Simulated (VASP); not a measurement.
Here is a VASP 6.6.1 calculation.

INCAR

```
PREC = Accurate
ENCUT = 520
EDIFF = 1E-7
ISMEAR = 0
SIGMA = 0.1
LREAL = F
LASPH = T
NELM = 150
ALGO = Normal
ISIF = 2
LWAVE = F
LCHARG = F
ISPIN = 2
MAGMOM = 0 0 0 0 0 1 1
LORBIT = 11
GGA = PE
NBANDS = 28
```

Contents of KPOINTS:

```
Automatic mesh
0
Gamma
  4 4 8
```

Contents of POSCAR:

```
Be4BrF2
1.0
    4.6303116700      0.0000000000      0.0000000000
    0.0000000000      4.6303116700      0.0000000000
    0.0000000000      0.0000000000      2.3151558400
Be Br F
4 1 2
Direct
    0.2500000000      0.7500000000      0.0000000000
    0.2500000000      0.2500000000      0.0000000000
    0.7500000000      0.7500000000      0.0000000000
    0.7500000000      0.2500000000      0.0000000000
    0.5000000000      0.5000000000      0.5000000000
    0.5000000000      0.0000000000      0.5000000000
    0.0000000000      0.5000000000      0.5000000000
```

Potentials or basis: VASP PAW PBE potentials, release 64 (Be, Br, F).

The run is started by

```bash
$ cat potpaw_PBE.64/Be/POTCAR potpaw_PBE.64/Br/POTCAR potpaw_PBE.64/F/POTCAR > POTCAR
$ mpirun -np 1 vasp_std > vasp.out
```

**Question.** What does it give for the largest force?

**Answer.** 4.094 eV/Å.

**Question.** What does it give for the net moment?

**Answer.** 0.31 μB per cell.

Forces on the atoms (eV/Å):
```
Be  -2.895  2.895  0.000
Be  -2.895 -2.895  0.000
Be   2.895  2.895  0.000
Be   2.895 -2.895  0.000
Br   0.000  0.000  0.000
F    0.000  0.000  0.000
F    0.000  0.000  0.000
```

Caveat: the cell differs from its parent crystal (atoms taken out); a moment this small can come from the mesh or the smearing; forces of over 1 eV/Å act on the atoms, so gaps and moduli don't describe the material at rest.
